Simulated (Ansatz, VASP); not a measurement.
**Ir in VASP and in Ansatz**

File POSCAR:

```
Ir
1.0
    0.0000000000      1.7589449499      2.2866284348
    1.7589449499      0.0000000000      2.2866284348
    1.7589449499      1.7589449499      0.0000000000
Ir
1
Direct
    0.0000000000      0.0000000000      0.0000000000
```

INCAR.step1

```
SYSTEM = Ir
ALGO = Normal
EDIFF = 1E-4
ENCUT = 520
GGA = PE
ISMEAR = 0
LASPH = .True.
LCHARG = .False.
LREAL = .False.
LWAVE = .True.
NBANDS = 10
NELM = 100
PREC = Accurate
SIGMA = 0.15
```

File INCAR.step2:

```
SYSTEM = Ir
ALGO = Normal
EDIFF = 1E-6
ENCUT = 520
ISIF = 2
ISMEAR = 0
ISTART = 1
LASPH = .True.
LCHARG = .False.
LMIXTAU = .True.
LREAL = .False.
LWAVE = .False.
METAGGA = R2SCAN
NBANDS = 10
NELM = 100
PREC = Accurate
SIGMA = 0.15
```

Contents of KPOINTS:

```
k-points
0
Gamma
  24 24 24
  0 0 0
```

Input for Ansatz:

```yaml
crystal:
  lattice:
    - [0.0, 1.7589449499, 2.2866284348]
    - [1.7589449499, 0.0, 2.2866284348]
    - [1.7589449499, 1.7589449499, 0.0]
  atoms:
    - { symbol: Ir, position: [0.0, 0.0, 0.0] }
basis:
  ecutwfc: 500
kpoints:
  mp_grid: { grid: [24, 24, 24] }
hamiltonian:
  xc: r2scan
scf:
  occupations: { method: gaussian, width: 0.15 }
output:
  forces: true
  stress: true
  eigenvalues: true
```

Alike in both runs: task single point; functional r2SCAN; k mesh 24 × 24 × 24; occupations gaussian, width 0.15 eV; no spin polarisation.

|  | VASP | Ansatz |
| --- | --- | --- |
| version | VASP 6.6.1 | Ansatz 0.2.0 |
| potentials or method | VASP PAW PBE potentials, release 64 (Ir), cutoff 520 eV | scalar-relativistic, plane waves, PAW |
| valence electrons in the cell | 9 | 17 |

Ansatz gave:

| Quantity | Value |
| --- | --- |
| gap on the k mesh at the Fermi level (eV) | none |
| pressure (GPa) | 20.5 |
| traceless stress, the component that is largest in VASP (GPa) | -54.62 |

Which values does VASP return?

gap on the k mesh at the Fermi level (eV): none; pressure (GPa): 23.4; traceless stress, the component that is largest in VASP (GPa): -55.19.

VASP's potentials were made for PBE, not for r2SCAN. A gap of «none» marks a metal or a gap that the smearing closes. With one functional, cell and mesh, what is left measures potentials, basis and numerics. VASP's potentials hold 9 valence electrons a cell and Ansatz's 17, so a difference there can come from the potentials and not from the codes.

Spin-orbit coupling is off throughout.
